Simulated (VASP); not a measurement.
Wanted: the native input for a VASP 6.6.1 run.

- Task: single point
- Functional: LDA
- Potentials or basis: VASP PAW LDA potentials, release 64 (Ga_d, N_h)
- Cutoff: 1330 eV
- k mesh: 8 × 8 × 4
- Occupations: gaussian, width 0.01 eV
- Spin: no spin polarisation
- Dipole correction: no
- Further INCAR settings: ALGO = Normal; EDIFF = 1e-06; NBANDS = 26

The structure of GaN lies in POSCAR:

```
GaN
1.0
    3.1417299132      0.0000000000      0.0000000000
   -1.5708649566      2.7208179166      0.0000000000
    0.0000000000      0.0000000000      5.1221339731
Ga N
2 2
Direct
    0.3333333333      0.6666666667     -0.0006889954
    0.6666666667      0.3333333333      0.4993110046
    0.3333333333      0.6666666667      0.3756889954
    0.6666666667      0.3333333333      0.8756889954
```

These files were run (other wordings do the same):

INCAR

```
PREC = Accurate
ENCUT = 1330
EDIFF = 1E-6
ISMEAR = 0
SIGMA = 0.01
LREAL = F
LASPH = T
NELM = 120
ALGO = Normal
ISIF = 2
LWAVE = F
LCHARG = T
LELF = T
LVHAR = T
NBANDS = 26
GGA_COMPAT = F
```

KPOINTS

```
Automatic mesh
0
Gamma
  8 8 4
```

Potentials or basis: VASP PAW LDA potentials, release 64 (Ga_d, N_h).

Command:

```bash
$ cat potpaw_LDA.64/Ga_d/POTCAR potpaw_LDA.64/N_h/POTCAR > POTCAR
$ mpirun -np 1 vasp_std > vasp.out
```

Results of the run:

The pressure is 3.2 GPa. The band gap on the k mesh is 2.21 eV.

Caveat: the cell stands under pressure.

Wall time 120 s on 1 thread of Intel(R) Xeon(R) Platinum 8375C CPU @ 2.90GHz (Ice Lake), with other jobs on the host, peak memory 0.33 GiB.
